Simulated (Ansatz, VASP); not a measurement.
## Sc2Al in VASP and in Ansatz

The input INCAR:

```
SYSTEM = Sc2Al
ALGO = Normal
EDIFF = 1E-6
ENCUT = 520
ISIF = 2
ISMEAR = -1
LASPH = .TRUE.
LCHARG = .TRUE.
LELF = .TRUE.
LREAL = .FALSE.
LVHAR = .TRUE.
LWAVE = .FALSE.
NBANDS = 34
NELM = 80
PREC = Accurate
SIGMA = 0.1
```

The input KPOINTS:

```
k-points
0
G
  6 6 4
  0 0 0
```

Contents of POSCAR:

```
Sc2Al
1.0
    5.0197472499      0.0000000000      0.0000000000
   -2.5098787549      4.3472342298      0.0000000000
    0.0000000000      0.0000000000      6.3215279984
Sc Al
4 2
Direct
    0.0000000000      0.0000000000      0.0000000000
    0.0000000000      0.0000000000      0.5000000000
    0.3333333333      0.6666666667      0.7500000000
    0.6666666667      0.3333333333      0.2500000000
    0.3333333333      0.6666666667      0.2500000000
    0.6666666667      0.3333333333      0.7500000000
```

Input for Ansatz:

```yaml
crystal:
  lattice:
    - [5.019747249881925, 0.0, 0.0]
    - [-2.509878754868802, 4.3472342297653395, 0.0]
    - [0.0, 0.0, 6.32152799842364]
  atoms:
    - { symbol: Sc, position: [0.0, 0.0, 0.0] }
    - { symbol: Sc, position: [0.0, 0.0, 0.5] }
    - { symbol: Sc, position: [0.3333333333333333, 0.6666666666666666, 0.75] }
    - { symbol: Sc, position: [0.6666666666666666, 0.3333333333333333, 0.25] }
    - { symbol: Al, position: [0.3333333333333333, 0.6666666666666666, 0.25] }
    - { symbol: Al, position: [0.6666666666666666, 0.3333333333333333, 0.75] }
basis:
  ecutwfc: 571.4391111657479
kpoints:
  mp_grid:
    grid: [6, 6, 4]
hamiltonian:
  xc: lda
scf:
  convergence:
    dr2_threshold: 1.0e-09
  occupations:
    method: fermi_dirac
    width: 0.1
output:
  stress: true
```

Alike in both runs: task single point; functional LDA; k mesh 6 × 6 × 4; occupations fermi-dirac, width 0.1 eV; no spin polarisation.

|  | VASP | Ansatz |
| --- | --- | --- |
| version | VASP 6.6.1 | Ansatz 0.2.0 |
| potentials or method | VASP PAW LDA potentials, release 64 (Sc_sv, Al), cutoff 520 eV | plane waves, PAW |
| valence electrons in the cell | 50 | 50 |

|  | VASP | Ansatz | Ansatz less VASP |
| --- | --- | --- | --- |
| pressure (GPa) | -8.5 | -8.6 | -0.09 |
| traceless stress, the component that is largest in VASP (GPa) | 0.46 | 0.48 | +0.015 |

LDA's correlation is that of Perdew and Zunger in VASP and of Perdew and Wang (1992) in Ansatz. Ansatz's warnings: stress scf threshold loose, structure snapped to symmetry.
